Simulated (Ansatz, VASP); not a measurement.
**Zn2GeO3: VASP beside Ansatz**

```
Zn Ge O
1.0
     2.39281    1.38149    3.93540
    -2.39281    1.38149    3.93540
     0.00000   -2.76297    3.93540
Zn Ge O
2 1 3
Direct
  0.62237 0.62237 0.62237
  0.37763 0.37763 0.37763
  0.00000 0.00000 0.00000
  0.50000 0.00000 0.00000
  0.00000 0.50000 0.00000
  0.00000 0.00000 0.50000
```

Change from the starting cell: species swapped into the Er2AlFe3 type (R-3m, No. 166).

Alike in both runs: task relaxation of cell and atoms; functional PBE; k mesh 6 × 6 × 6; occupations gaussian, width 0.1 eV; no spin polarisation.

|  | VASP | Ansatz |
| --- | --- | --- |
| version | VASP 6.6.1 | Ansatz 0.2.0 |
| potentials or method | VASP PAW PBE potentials, release 64 (Zn, Ge_d, O), cutoff 600 eV | scalar-relativistic, plane waves, PAW |
| valence electrons in the cell | 56 | 56 |

```csv
,VASP,Ansatz,Ansatz less VASP
"gap on the k mesh at the Fermi level, each at its own relaxed structure (eV)",none,none,-
relaxed volume (Å³/atom),11.56,11.53,-0.031
relaxed length of the cell vector where the two differ most in proportion (Å),4.119,4.115,-0.0039
```

A gap of «none» marks a metal or a gap that the smearing closes.
